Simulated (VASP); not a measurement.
# Ni (P6_3/mmc) in VASP: settings compared

Aim: see how the results for Ni move with the level of theory and the settings. Levels: PBEsol, r2SCAN. Tasks: single point.

Program: VASP 6.6.1. These are calculated values, not measurements. Logs are shortened: lines on timing, memory, paths and dates and some standing lists are left out, and cuts for length are marked.

## Step 1: The cell of the first run

Symmetry: P6_3/mmc, No. 194, hexagonal system. Conventional cell: a = 2.496 Å, b = 2.496 Å, c = 4.153 Å, α = 90.00°, β = 90.00°, γ = 120.00°. Ni (site symmetry -6m2) has 12 Ni at 2.50 to 2.53 Å within 3.3 Å.

## Step 2: Single point, PBEsol, collinear spin, ferromagnetic start

Input file INCAR:

```
  ALGO = Fast
  EDIFF = 1E-6
  ENCUT = 520
  GGA = PS
  ISIF = 2
  ISMEAR = -1
  ISPIN = 2
  LASPH = True
  LCHARG = False
  LMAXMIX = 4
  LORBIT = 11
  LREAL = False
  LWAVE = False
  MAGMOM = 1 1
  NBANDS = 21
  NELM = 150
  PREC = Accurate
  SIGMA = 0.05
```

Input file KPOINTS:

```
k-points
0
Gamma
  12 12 7
```

Input file POSCAR:

```
Ni
1.0
    2.4960355362      0.0000000000      0.0000000000
   -1.2480177681      2.1616301831      0.0000000000
    0.0000000000      0.0000000000      4.1526868216
Ni
2
Direct
    0.6666666667      0.3333333333      0.7500000000
    0.3333333333      0.6666666667      0.2500000000
```

Potentials or basis: VASP PAW PBE potentials, release 64 (Ni).

Launch:

```sh
$ cat potpaw_PBE.64/Ni/POTCAR > POTCAR
$ mpirun -np 1 vasp_std > vasp.out
```

OUTCAR:

```text
EDIFF = 1E-6
   ENCUT = 520
   GGA = PS
   ISIF = 2
   ISMEAR = -1
   ISPIN = 2
   LASPH = True
   LORBIT = 11
   LREAL = False
   NELM = 150
   PREC = Accurate

 ion  position               nearest neighbor table
   1  0.667  0.333  0.750-   2 2.53   2 2.53   2 2.53   2 2.53   2 2.53   2 2.53
   2  0.333  0.667  0.250-   1 2.53   1 2.53   1 2.53   1 2.53   1 2.53   1 2.53

  LATTYP: Found a hexagonal cell.
 ALAT       =     2.4960355362
 C/A-ratio  =     1.6637130207

  Lattice vectors:

 A1 = (   2.4960355362,   0.0000000000,   0.0000000000)
 A2 = (  -1.2480177681,   2.1616301831,   0.0000000000)
 A3 = (   0.0000000000,   0.0000000000,   4.1526868216)

Analysis of symmetry for initial positions (statically):
=====================================================================
 Subroutine PRICEL returns:
 Original cell was already a primitive cell.

 Routine SETGRP: Setting up the symmetry group for a
 hexagonal supercell.

 Subroutine GETGRP returns: Found 24 space group operations
 (whereof 12 operations were pure point group operations)
 out of a pool of 24 trial point group operations.

The static configuration has the point symmetry D_3d.
 The point group associated with its full space group is D_6h.

Analysis of symmetry for dynamics (positions and initial velocities):
=====================================================================
 Subroutine PRICEL returns:
 Original cell was already a primitive cell.

 Routine SETGRP: Setting up the symmetry group for a
 hexagonal supercell.

 Subroutine GETGRP returns: Found 24 space group operations
 (whereof 12 operations were pure point group operations)
 out of a pool of 24 trial point group operations.

The dynamic configuration has the point symmetry D_3d.
 The point group associated with its full space group is D_6h.

Analysis of structural, dynamic, and magnetic symmetry:
=====================================================================
 Subroutine PRICEL returns:
 Original cell was already a primitive cell.

 Routine SETGRP: Setting up the symmetry group for a
 hexagonal supercell.

 Subroutine GETGRP returns: Found 24 space group operations
 (whereof 12 operations were pure point group operations)
 out of a pool of 24 trial point group operations.

The overall configuration has the point symmetry D_3d.
 The point group associated with its full space group is D_6h.

 Subroutine INISYM returns: Found 24 space group operations
 (whereof 12 operations are pure point group operations),
 and found     1 'primitive' translations

----------------------------------------------------------------------------------------

                                     Primitive cell

  volume of cell :      22.4058

  direct lattice vectors                    reciprocal lattice vectors
     2.496035536  0.000000000  0.000000000     0.400635322  0.231306911  0.000000000
    -1.248017768  2.161630183  0.000000000     0.000000000  0.462613822  0.000000000
     0.000000000  0.000000000  4.152686822     0.000000000  0.000000000  0.240807950

  length of vectors
     2.496035536  2.496035536  4.152686822     0.462613822  0.462613822  0.240807950

  position of ions in fractional coordinates (direct lattice)
     0.666666667  0.333333333  0.750000000
     0.333333333  0.666666667  0.250000000

  ion indices of the primitive-cell ions
   primitive index   ion index
                 1           1
                 2           2

----------------------------------------------------------------------------------------

 KPOINTS: k-points

Automatic generation of k-mesh.
 Grid dimensions read from file:
 generate k-points for:   12   12    7

 Generating k-lattice:

  Cartesian coordinates                     Fractional coordinates (reciprocal lattice)
     0.033386277  0.019275576  0.000000000     0.083333333  0.000000000  0.000000000
     0.000000000  0.038551152  0.000000000     0.000000000  0.083333333  0.000000000
     0.000000000  0.000000000  0.034401136     0.000000000  0.000000000  0.142857143

  Length of vectors
     0.038551152  0.038551152  0.034401136

  Shift w.r.t. Gamma in fractional coordinates (k-lattice)
     0.000000000  0.000000000  0.000000000

 Subroutine IBZKPT returns following result:
 ===========================================

 Found     76 irreducible k-points:

 Following reciprocal coordinates:
            Coordinates               Weight
  0.000000  0.000000  0.000000      1.000000
  0.083333 -0.000000  0.000000      6.000000
  0.166667 -0.000000  0.000000      6.000000
  0.250000 -0.000000  0.000000      6.000000
  0.333333 -0.000000  0.000000      6.000000
  0.416667 -0.000000  0.000000      6.000000
[... 16 lines left out ...]
  0.250000 -0.000000  0.142857     12.000000
  0.333333 -0.000000  0.142857     12.000000
 [... further k-points ...]
   k-points           NKPTS =     76   k-points in BZ     NKDIM =     76   number of bands    NBANDS=     21
   number of dos      NEDOS =    301   number of ions     NIONS =      2
   total plane-waves  NPLWV =  12800
   dimension x,y,z NGX =    20 NGY =   20 NGZ =   32
   dimension x,y,z NGXF=    40 NGYF=   40 NGZF=   64
   ions per type =               2
   NGX,Y,Z   is equivalent  to a cutoff of  13.32, 13.32, 12.81 a.u.
   NGXF,Y,Z  is equivalent  to a cutoff of  26.64, 26.64, 25.62 a.u.
 SYSTEM =  unknown system
   PREC   = accura    normal or accurate (medium, high low for compatibility)
   ISTART =      0    job   : 0-new  1-cont  2-samecut
   ICHARG =      2    charge: 1-file 2-atom 10-const
   ISPIN  =      2    spin polarized calculation?
   LNONCOLLINEAR =      F non collinear calculations
   LSORBIT =      F    spin-orbit coupling
   LASPH  =      T    aspherical Exc in radial PAW
   ENCUT  =  520.0 eV  38.22 Ry    6.18 a.u.   4.64  4.64  7.72*2*pi/ulx,y,z
   NELM   =    150;   NELMIN=  2; NELMDL= -5     # of ELM steps
   EDIFF  = 0.1E-05   stopping-criterion for ELM
   LREAL  =      F    real-space projection
   EDIFFG = 0.1E-04   stopping-criterion for IOM
   NSW    =      0    number of steps for IOM
   IBRION =     -1    ionic relax: 0-MD 1-quasi-New 2-CG
   NFREE  =      0    steps in history (QN), initial steepest desc. (CG)
   ISIF   =      2    stress and relaxation
   ISYM   =      2    0-nonsym 1-usesym 2-fastsym
   POTIM  = 0.5000    time-step for ionic-motion
   TEBEG  =    0.0;   TEEND  =   0.0 temperature during run
   PSTRESS=    0.0 pullay stress
   NELECT =      20.0000    total number of electrons
   NUPDOWN=      -1.0000    fix difference up-down
   EMIN   =  10.00;   EMAX   =-10.00  energy-range for DOS
   EFERMI =   0.00;   METHOD = LEGACY
   ISMEAR =    -1;   SIGMA  =   0.05  broadening in eV -4-tet -1-fermi 0-gaus
   EFERMI_NEDOS =   21; number of points for ismear=-14 and -15
   IALGO  =     68    algorithm
   IMIX   =      4    mixing-type and parameters
     AMIX     =   0.40;   BMIX     =  1.00
     AMIX_MAG =   1.60;   BMIX_MAG =  1.00
  volume/ion in A,a.u.               =      11.20        75.60
  Fermi-wavevector in a.u.,A,eV,Ry     =   1.576272  2.978721 33.805473  2.484632
  Thomas-Fermi vector in A             =   2.677130
   LORBIT       =     11    0 simple, 1 ext, 2 COOP (PROOUT), +10 PAW based schemes
   GGA     = PS    functional components
   LHFCALC =     F    Hartree Fock is set to
   AEXX    =    0.0000 exact exchange contribution
   IVDW    =     0    specifies the selected vdW correction
   LEPSILON=     F    determine dielectric tensor
   LRPA    =     F    only Hartree local field effects (RPA)
 spin polarized calculation
 RMM-DIIS sequential band-by-band and
  energy-cutoff  :      520.00
  volume of cell :       22.41
 maximum number of plane-waves:       616
 NGX is ok and might be reduce to    20
   NGX =  9   NGY =  9   NGZ = 15

 number of electron      20.0000003 magnetization       1.3189526

 Free energy of the ion-electron system (eV)
  ---------------------------------------------------
  ext. energy  EPLUGINS =         0.00000000
  ---------------------------------------------------
  free energy    TOTEN  =       -12.15795522 eV

  energy without entropy =      -12.12118769  energy(sigma->0) =      -12.13957145

 E-fermi :   8.8060     XC(G=0): -13.2612

 val. band max:        8.8052403648   @ k =   0.3333   0.0833   0.4286
 cond. band min:       8.8069347836   @ k =   0.0000   0.0000   0.0000
 fundamental gap:      0.0016944188
 Fermi energy:         8.8059988531

 spin component 1

 k-point     1 :       0.0000    0.0000    0.0000
  band No.  band energies     occupation
      1      -0.0759      1.00000
      2       4.0600      1.00000
      3       6.3587      1.00000
      4       6.5090      1.00000
      5       6.5090      1.00000
      6       6.7491      1.00000
[... 13 lines left out ...]
     20      34.5032      0.00000
     21      38.2892      0.00000
[... 529 lines left out ...]
 k-point    24 :       0.3333   -0.0000    0.1429
  band No.  band energies     occupation
      1       3.2761      1.00000
      2       4.8752      1.00000
      3       5.2156      1.00000
      4       5.9085      1.00000
      5       6.4782      1.00000
      6       6.7251      1.00000
[... 13 lines left out ...]
     20      32.8176      0.00000
     21      35.8551      0.00000

 [... further k-points ...]

 spin component 2

 k-point     1 :       0.0000    0.0000    0.0000
  band No.  band energies     occupation
      1      -0.0862      1.00000
      2       4.4760      1.00000
      3       7.0809      1.00000
      4       7.2128      1.00000
      5       7.2128      1.00000
      6       7.4711      1.00000
[... 13 lines left out ...]
     20      34.6029      0.00000
     21      38.3866      0.00000
[... 529 lines left out ...]
 k-point    24 :       0.3333   -0.0000    0.1429
  band No.  band energies     occupation
      1       3.3624      1.00000
      2       5.3852      1.00000
      3       5.7072      1.00000
      4       6.4746      1.00000
      5       7.1286      1.00000
      6       7.3857      1.00000
[... 13 lines left out ...]
     20      32.9254      0.00000
     21      35.9271      0.00000

 [... further k-points ...]
[... 5 lines left out ...]
  --------------------------------------------------------------------------------------
  -------------------------------------------------------------------------------------
  Total       -1.7396007     -1.7396007     -2.1947201     -0.0000000     -0.0000000      0.0000000
  in kB     -124.3938217   -124.3938217   -156.9381011     -0.0000000     -0.0000000      0.0000000
  external PRESSURE =    -135.2419148 kB  Pullay stress =       0.0000000 kB

 VOLUME and BASIS-vectors are now :
 -----------------------------------------------------------------------------
  energy-cutoff  :      520.00
  volume of cell :       22.41
      direct lattice vectors                 reciprocal lattice vectors
     2.496035536  0.000000000  0.000000000     0.400635322  0.231306911  0.000000000
    -1.248017768  2.161630183  0.000000000     0.000000000  0.462613822  0.000000000
     0.000000000  0.000000000  4.152686822     0.000000000  0.000000000  0.240807950

 POSITION                                       TOTAL-FORCE (eV/Angst)
 -----------------------------------------------------------------------------------
      1.24802      0.72054      3.11452        -0.000000      0.000000      0.000000
     -0.00000      1.44109      1.03817         0.000000     -0.000000      0.000000
 -----------------------------------------------------------------------------------
    total drift:                               -0.000000      0.000000     -0.000000

  FREE ENERGIE OF THE ION-ELECTRON SYSTEM (eV)
  ---------------------------------------------------
  free  energy   TOTEN  =       -12.1579552185 eV

  energy  without entropy=      -12.1211876858  energy(sigma->0) =      -12.13957145

 total charge

# of ion       s       p       d       tot
------------------------------------------
    1        0.488   0.477   8.298   9.263
    2        0.488   0.477   8.298   9.263
--------------------------------------------------
tot          0.976   0.954  16.596  18.526

 magnetization (x)

# of ion       s       p       d       tot
------------------------------------------
    1       -0.005  -0.023   0.699   0.671
    2       -0.005  -0.023   0.699   0.671
--------------------------------------------------
tot         -0.009  -0.047   1.398   1.343
```

Run time: 32 s. Hardware: 1 thread of Intel Xeon 6975P-C (Granite Rapids), shared host; peak memory 0.18 GiB.

What came out:

| Property | Result |
| --- | --- |
| Free energy | -12.1580 eV |
| Pressure | -13.5 GPa |
| Net moment | 1.32 μB per cell |
| Site moments | Ni +0.67 μB |
| Valence electrons inside the program's atomic spheres | Ni 9.26 |

Stress tensor (GPa, compression positive):
```
-12.44   0.00   0.00
  0.00 -12.44   0.00
  0.00   0.00 -15.69
```

Caveat: the PAW data sets were made with another functional, which shifts forces and pressure a little.

## Step 3: Single point, r2SCAN, collinear spin, ferromagnetic start

This run uses another cell than the first one, of 9.93 Å³/atom, 0.887 times its volume.

Input file POSCAR:

```
Ni
1.0
    2.3980492245      0.0000000000      0.0000000000
   -1.1990246123      2.0767715480      0.0000000000
    0.0000000000      0.0000000000      3.9896657190
Ni
2
Direct
    0.6666666667      0.3333333333      0.7500000000
    0.3333333333      0.6666666667      0.2500000000
```

Input file INCAR.step1:

```
PREC = Accurate
ENCUT = 520
ISMEAR = -1
SIGMA = 0.05
LREAL = False
LASPH = True
NELM = 150
ISPIN = 2
MAGMOM = 1 1
LMAXMIX = 4
NBANDS = 21
GGA = PE
ALGO = Normal
EDIFF = 1E-4
LWAVE = True
LCHARG = False
```

Input file INCAR.step2:

```
PREC = Accurate
ENCUT = 520
EDIFF = 1E-6
ISMEAR = -1
SIGMA = 0.05
LREAL = False
LASPH = True
NELM = 150
ALGO = Normal
ISIF = 2
LWAVE = False
LCHARG = True
ISPIN = 2
MAGMOM = 1 1
LORBIT = 11
LMAXMIX = 4
METAGGA = R2SCAN
LMIXTAU = True
LELF = True
LVHAR = True
NBANDS = 21
ISTART = 1
```

Input file KPOINTS:

```
Automatic mesh
0
Gamma
  12 12 7
```

Potentials or basis: VASP PAW PBE potentials, release 64 (Ni).

Launch:

```sh
$ cat potpaw_PBE.64/Ni/POTCAR > POTCAR
$ cp INCAR.step1 INCAR
$ mpirun -np 1 vasp_std > vasp.out
$ cp INCAR.step2 INCAR
$ mpirun -np 1 vasp_std > vasp.out
```

Wall time 1.9 min (1 thread of Intel Xeon 6975P-C (Granite Rapids), shared host); peak memory 0.16 GiB.

The run converged. Its results:

```
Free energy                                           : -23.7572 eV
Pressure                                              : 15.2 GPa
Net moment                                            : 1.38 μB per cell
Site moments                                          : Ni +0.70 μB
Valence electrons inside the program's atomic spheres : Ni 9.53
```

Stress tensor (GPa, compression positive):
```
15.91  0.00  0.00
 0.00 15.91  0.00
 0.00  0.00 13.77
```

Levels at points of the mesh, in eV from the Fermi level:
Spin up:
| k point | band 7 | band 8 | band 9 | band 10 | band 11 | band 12 | band 13 | band 14 | band 15 | band 16 |
| --- | --- | --- | --- | --- | --- | --- | --- | --- | --- | --- |
| (0.00, 0.00, 0.00) | -2.69 | -2.04 | -2.04 | -1.01 | -1.01 | -0.75 | 6.11 | 24.45 | 27.01 | 27.47 |
| (0.50, 0.00, 0.00) | -2.67 | -0.97 | -0.84 | -0.82 | 1.12 | 3.38 | 10.15 | 10.91 | 13.31 | 14.76 |
Spin down:
```
           k point  band 6  band 7  band 8  band 9  band 10  band 11  band 12  band 13
(0.00, 0.00, 0.00)   -1.57   -1.57   -1.19   -1.19    -0.94    -0.10    -0.10     6.81
(0.50, 0.00, 0.00)   -2.10   -1.49    0.10    0.29     0.43     1.93     3.95    10.26
```

Caveat: the PAW data sets were made with another functional, which shifts forces and pressure a little.

## Step 4: Single point, r2SCAN, collinear spin, ferromagnetic start

This run uses another cell than the first one, of 10.15 Å³/atom, 0.906 times its volume.

Input file POSCAR:

```
Ni
1.0
    2.4149374515      0.0000000000      0.0000000000
   -1.2074687258      2.0913971816      0.0000000000
    0.0000000000      0.0000000000      4.0177628822
Ni
2
Direct
    0.6666666667      0.3333333333      0.7500000000
    0.3333333333      0.6666666667      0.2500000000
```

Input file INCAR.step1:

```
SYSTEM = Ni
ALGO = Normal
EDIFF = 1E-4
ENCUT = 520
GGA = PE
ISMEAR = -1
ISPIN = 2
LASPH = .True.
LCHARG = .False.
LMAXMIX = 4
LREAL = .False.
LWAVE = .True.
MAGMOM = 1 1
NBANDS = 21
NELM = 150
PREC = Accurate
SIGMA = 0.05
```

Input file INCAR.step2:

```
SYSTEM = Ni
ALGO = Normal
EDIFF = 1E-6
ENCUT = 520
ISIF = 2
ISMEAR = -1
ISPIN = 2
ISTART = 1
LASPH = .True.
LCHARG = .True.
LELF = .True.
LMAXMIX = 4
LMIXTAU = .True.
LORBIT = 11
LREAL = .False.
LVHAR = .True.
LWAVE = .False.
MAGMOM = 1 1
METAGGA = R2SCAN
NBANDS = 21
NELM = 150
PREC = Accurate
SIGMA = 0.05
```

Input file KPOINTS:

```
k-points
0
Gamma
  12 12 7
  0 0 0
```

Launch:

```sh
$ cat potpaw_PBE.64/Ni/POTCAR > POTCAR
$ cp INCAR.step1 INCAR
$ mpirun -np 1 vasp_std > vasp.out
$ cp INCAR.step2 INCAR
$ mpirun -np 1 vasp_std > vasp.out
```

It took 1.8 min on 1 thread of Intel Xeon 6975P-C (Granite Rapids), shared host; peak memory 0.16 GiB.

The run converged. Its results:

* Free energy: -23.7897 eV
* Pressure: 9.4 GPa
* Net moment: 1.39 μB per cell
* Site moments: Ni +0.71 μB
* Valence electrons inside the program's atomic spheres: Ni 9.48

Stress tensor (GPa, compression positive):
```
9.95 0.00 0.00
0.00 9.95 0.00
0.00 0.00 8.32
```

Levels at points of the mesh, in eV from the Fermi level:
Spin up:
| k point | band 9 | band 10 | band 11 | band 12 | band 13 | band 14 |
| --- | --- | --- | --- | --- | --- | --- |
| (0.00, 0.00, 0.00) | -2.00 | -1.00 | -1.00 | -0.70 | 5.94 | 24.27 |
| (0.50, 0.00, 0.00) | -0.85 | -0.83 | 1.08 | 3.29 | 10.00 | 10.72 |
Spin down:
| k point | band 6 | band 7 | band 8 | band 9 | band 10 | band 11 | band 12 | band 13 |
| --- | --- | --- | --- | --- | --- | --- | --- | --- |
| (0.00, 0.00, 0.00) | -1.52 | -1.52 | -1.16 | -1.16 | -0.90 | -0.10 | -0.10 | 6.65 |
| (0.50, 0.00, 0.00) | -2.04 | -1.42 | 0.08 | 0.29 | 0.42 | 1.90 | 3.87 | 10.11 |

Caveat: the PAW data sets were made with another functional, which shifts forces and pressure a little.

## Step 5: Summary

| level | cell | gap on the mesh (eV) | pressure (GPa) | moment (μB) |
| --- | --- | --- | --- | --- |
| PBEsol | a = 2.496, b = 2.496, c = 4.153 Å, angles 90.0, 90.0, 120.0°, 2 atoms | none | -13.5 | 1.32 |
| r2SCAN | a = 2.398, b = 2.398, c = 3.990 Å, angles 90.0, 90.0, 120.0°, 2 atoms | none | 15.2 | 1.38 |
| r2SCAN | a = 2.415, b = 2.415, c = 4.018 Å, angles 90.0, 90.0, 120.0°, 2 atoms | none | 9.4 | 1.39 |

Alike in all rows: task single point; potentials or basis VASP PAW PBE potentials, release 64 (Ni); spin collinear, ferromagnetic start; k mesh 12 × 12 × 7; cutoff (eV) 520; smearing fermi-dirac 0.05 eV.

Caveats: the PAW data sets were made with another functional, which shifts forces and pressure a little.

Total energies depend on the potentials used, so only differences within one code and one set of settings carry meaning.
